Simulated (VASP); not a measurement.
A run of VASP 6.6.1:

File INCAR:

```
SYSTEM = TePb
ALGO = Normal ; EDIFF = 1E-6
ENCUT = 520 ; GGA = PE
ISIF = 2 ; ISMEAR = -1
LASPH = .True. ; LCHARG = .True.
LELF = .True. ; LREAL = .False.
LVHAR = .True. ; LWAVE = .False.
NBANDS = 17 ; NELM = 60
PREC = Accurate ; SIGMA = 0.02
```

File KPOINTS:

```
k-points
0
Gamma
  6 6 6
  0 0 0
```

POSCAR

```
TePb
1.0
    0.0000000000      3.1762267067      3.1762267067
    3.1762267067      0.0000000000      3.1762267067
    3.1762267067      3.1762267067      0.0000000000
Te Pb
1 1
Direct
    0.5000000000      0.5000000000      0.5000000000
    0.0000000000      0.0000000000      0.0000000000
```

Potentials or basis: VASP PAW PBE potentials, release 64 (Te, Pb_d).

Run with:

```bash
$ cat potpaw_PBE.64/Te/POTCAR potpaw_PBE.64/Pb_d/POTCAR > POTCAR
$ mpirun -np 1 vasp_std > vasp.out
```

Hardware: 1 thread of AMD EPYC 9R45 (Zen 5) (shared host).

Q: Estimate the wall time of this run.

A: It took 20 s on 1 thread of AMD EPYC 9R45 (Zen 5) (shared host), peak memory 0.16 GiB. Counts: scf iterations 12, k points 16.
